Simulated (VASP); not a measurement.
MgO (lda): relaxation of cell and atoms with LDA

MgO (lda):

```xyz
2
Lattice="0.0000 2.1085 2.1085 2.1085 0.0000 2.1085 2.1085 2.1085 0.0000" Properties=species:S:1:pos:R:3 pbc="T T T"
Mg    0.0000    0.0000    0.0000
O     2.1085    2.1085    2.1085
```

* Program: VASP 6.6.1
* Task: relaxation of cell and atoms
* Functional: LDA
* Potentials or basis: VASP PAW LDA potentials, release 64 (Mg, O)
* Cutoff: 600 eV
* k mesh: 10 × 10 × 10
* Occupations: gaussian, width 0.02 eV
* Spin: no spin polarisation
* Dipole correction: no
* Further INCAR settings: ALGO = Normal; EDIFF = 1e-07; IBRION = 2; EDIFFG = -0.002; NSW = 100; ISIF = 3

| Quantity | Value |
| --- | --- |
| Relaxed volume | 8.89 Å³/atom |
| Relaxed cell | a = 2.930 Å, b = 2.930 Å, c = 2.930 Å, α = 60.00°, β = 60.00°, γ = 60.00° |
| Space group after relaxing (to 0.05 Å) | Fm-3m (No. 225) |
| Energy gained by relaxing | 13.4 meV/atom |
| Ionic steps | 3 |
| Pressure after relaxing | 0.0 GPa |
| Band gap on the k mesh | 5.15 eV, direct |

The path:
| step | energy change (eV) | largest force (eV/Å) | pressure (GPa) | volume (Å³) |
| --- | --- | --- | --- | --- |
| 1 | 0.0000 | 0.0000 | -8.48 | 18.75 |
| 2 | -0.0227 | 0.0000 | 3.71 | 17.43 |
| 3 | -0.0267 | 0.0000 | 0.01 | 17.78 |

Final structure:
```
CELL_PARAMETERS angstrom
0.00000 2.07167 2.07167
2.07167 0.00000 2.07167
2.07167 2.07167 0.00000
ATOMIC_POSITIONS crystal
Mg 0.00000 0.00000 0.00000
O 0.50000 0.50000 0.50000
```

Levels at points of the mesh, in eV from the valence-band top:
| k point | band 1 | band 2 | band 3 | band 4 | band 5 | band 6 | band 7 | band 8 |
| --- | --- | --- | --- | --- | --- | --- | --- | --- |
| (0.00, 0.00, 0.00) | -17.27 | 0.00 | 0.00 | 0.00 | 5.15 | 15.80 | 15.80 | 15.80 |
| (0.50, 0.00, 0.00) | -15.78 | -4.92 | -0.72 | -0.72 | 8.05 | 12.96 | 16.51 | 16.51 |
| (0.50, 0.50, 0.00) | -15.49 | -4.36 | -1.44 | -1.44 | 8.94 | 10.25 | 13.42 | 19.39 |

Wall time 13 s on 1 thread of Intel Xeon 8259CL, with other jobs on the host, peak memory 0.14 GiB.

LDA gaps usually lie below the measured ones, often by a third to a half. Zero-point motion and thermal expansion aren't in these numbers.
